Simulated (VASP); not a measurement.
Runs of VASP 6.6.1 on HfSiO4. The structure is that of space group I4_1/amd (No. 141), or close to it. The cells are those of the table. 

```csv
cell,k mesh,smearing,gap on the mesh (eV),pressure (GPa),largest force (eV/Å)
"a = 5.579 Å, angles 106.9, 106.9, 114.8°, 12 atoms",6 × 6 × 6,gaussian 0.02 eV,5.27,-1.6,0.18
"a = 5.579 Å, angles 106.9, 106.9, 114.8°, 12 atoms",6 × 6 × 6,gaussian 0.01 eV,5.27,-1.6,0.18
"a = 5.522 Å, angles 107.0, 107.0, 114.6°, 12 atoms",4 × 4 × 4,gaussian 0.1 eV,5.41,5.8,(a)
"a = 5.579 Å, angles 106.9, 106.9, 114.8°, 12 atoms",6 × 6 × 6,methfessel-paxton 0.02 eV,5.27,-1.6,0.18
```

Alike in all rows: task single point; level PBE; potentials or basis VASP PAW PBE potentials, release 64 (Hf_pv, Si, O); no spin polarisation; cutoff (eV) 520.

Task: Estimate the missing entries.

Result: (a) 0.53.

Caveats: spin-orbit coupling is left out, which moves the levels of the heavy elements.

A k mesh can miss the band edges, and the runs leave out spin-orbit coupling on Hf.
